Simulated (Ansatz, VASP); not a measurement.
# RbCaBr3 in VASP and in Ansatz

```
CELL_PARAMETERS angstrom
5.73669 0.03585 0.00000
0.03585 5.73669 0.00000
0.00000 0.00000 5.73669
ATOMIC_POSITIONS crystal
Rb 0.50000 0.50000 0.50000
Ca 0.00000 0.00000 0.00000
Br 0.50000 0.00000 0.00000
Br 0.00000 0.50000 0.00000
Br 0.00000 0.00000 0.50000
```

Change from the starting cell: strain +0.0125 x Voigt [0, 0, 0, 0, 0, 1], atoms carried along.

Alike in both runs: task single point; functional LDA; k mesh 4 × 4 × 4; occupations gaussian, width 0.05 eV; no spin polarisation.

```csv
,VASP,Ansatz
version,VASP 6.6.1,Ansatz 0.2.0
potentials or method,"VASP PAW LDA potentials, release 64 (Rb_sv, Ca_sv, Br), cutoff 520 eV","scalar-relativistic, plane waves, PAW"
valence electrons in the cell,40,40
```

|  | VASP | Ansatz | Ansatz less VASP |
| --- | --- | --- | --- |
| gap on the k mesh at the Fermi level (eV) | 3.68 | 3.67 | -0.011 |
| least direct gap on the mesh (eV) | 3.96 | 3.95 | -0.010 |
| pressure (GPa) | -2.4 | -2.4 | -0.06 |
| traceless stress, the component that is largest in VASP (GPa) | -0.08 | -0.08 | -0.001 |

LDA's correlation is that of Perdew and Zunger in VASP and of Perdew and Wang (1992) in Ansatz.
